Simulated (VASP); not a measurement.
Here is a VASP 6.6.1 calculation.

INCAR

```
PREC = Accurate ; ENCUT = 520
EDIFF = 1E-7 ; ISMEAR = -1
SIGMA = 0.05 ; LREAL = False
LASPH = True ; NELM = 80
ALGO = Normal ; ISIF = 2
LWAVE = False ; LCHARG = False
GGA = PS ; NBANDS = 16
```

The input KPOINTS:

```
regular mesh
0
Gamma
  6 6 8
```

File POSCAR:

```
Al2Cu
1.0
    4.1872856400      0.0000000000      0.0000000000
    0.0000000000      4.1872856400      0.0000000000
    0.0000000000      0.0000000000      2.8913130000
Cu Al
1 2
Direct
    0.0000000000      0.0000000000      0.0000000000
    0.0000000000      0.5000000000      0.5000000000
    0.5000000000      0.0000000000      0.5000000000
```

Potentials or basis: VASP PAW PBE potentials, release 64 (Cu, Al).

Launch:

```bash
$ cat potpaw_PBE.64/Cu/POTCAR potpaw_PBE.64/Al/POTCAR > POTCAR
$ mpirun -np 1 vasp_std > vasp.out
```

Q: What does it give for the pressure?

A: -5.1 GPa.

Stress tensor (GPa, compression positive):
```
-4.66  0.00  0.00
 0.00 -4.66  0.00
 0.00  0.00 -6.12
```

Caveat: the PAW data sets were made with another functional, which shifts forces and pressure a little.
